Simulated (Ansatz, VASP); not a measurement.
**Two plane-wave programs on F**

The input INCAR:

```
SYSTEM = F
  PREC = Accurate
  ENCUT = 520
  EDIFF = 1E-7
  ISMEAR = 0
  SIGMA = 0.05
  LREAL = .FALSE.
  LASPH = .TRUE.
  NELM = 80
  ALGO = Normal
  ISIF = 2
  LWAVE = .FALSE.
  LCHARG = .TRUE.
  GGA = PS
  LELF = .TRUE.
  LVHAR = .TRUE.
  NBANDS = 22
```

KPOINTS

```
regular mesh
0
G
  4 4 2
  0 0 0
```

The input POSCAR:

```
F
1.0
    2.8773128062     -1.7352468866     -0.2219231858
    2.8773128062      1.7352468866     -0.2219231858
   -2.1391082662      0.0000000000      6.9390760206
F
4
Direct
    0.0848459664      0.0848459664      0.0940038325
    0.9151540336      0.9151540336      0.9059961675
    0.5015719855      0.5015719855      0.5937195244
    0.4984280145      0.4984280145      0.4062804756
```

Input for Ansatz:

```yaml
crystal:
  lattice:
    - [2.8773128062, -1.7352468866, -0.2219231858]
    - [2.8773128062, 1.7352468866, -0.2219231858]
    - [-2.1391082662, 0.0, 6.9390760206]
  atoms:
    - { symbol: F, position: [0.0848459664, 0.0848459664, 0.0940038325] }
    - { symbol: F, position: [0.9151540336, 0.9151540336, 0.9059961675] }
    - { symbol: F, position: [0.5015719855, 0.5015719855, 0.5937195244] }
    - { symbol: F, position: [0.4984280145, 0.4984280145, 0.4062804756] }
basis:
  ecutwfc: 520.0
kpoints:
  mp_grid: { grid: [4, 4, 2] }
hamiltonian:
  xc: pbesol
scf:
  occupations: { method: gaussian, width: 0.05 }
output:
  forces: true
  stress: true
  eigenvalues: true
```

Change from the starting cell: volume 16.911 Å^3 an atom, stretch along a over the lengths across it, relative to the relaxed cell 0.9530.

Alike in both runs: task single point; functional PBEsol; k mesh 4 × 4 × 2; occupations gaussian, width 0.05 eV; no spin polarisation.

|  | VASP | Ansatz |
| --- | --- | --- |
| version | VASP 6.6.1 | Ansatz 0.2.0 |
| potentials or method | VASP PAW PBE potentials, release 64 (F), cutoff 520 eV | scalar-relativistic, plane waves, PAW |
| valence electrons in the cell | 28 | 28 |

Ansatz gave:

- gap on the k mesh at the Fermi level (eV): 3.57
- least direct gap on the mesh (eV): 3.67
- pressure (GPa): 4.5
- traceless stress, the component that is largest in VASP (GPa): 6.84
- rms of the force components (eV/Å): 1.114

Task: Estimate VASP's values.

Result: gap on the k mesh at the Fermi level (eV): 3.48; least direct gap on the mesh (eV): 3.58; pressure (GPa): 5.1; traceless stress, the component that is largest in VASP (GPa): 8.78; rms of the force components (eV/Å): 1.430.

VASP's potentials were made for PBE, not for PBEsol. Atom by atom the forces differ by 0.316 eV/Å (rms over components).

The k mesh is coarse, so the values compare programs but aren't converged.
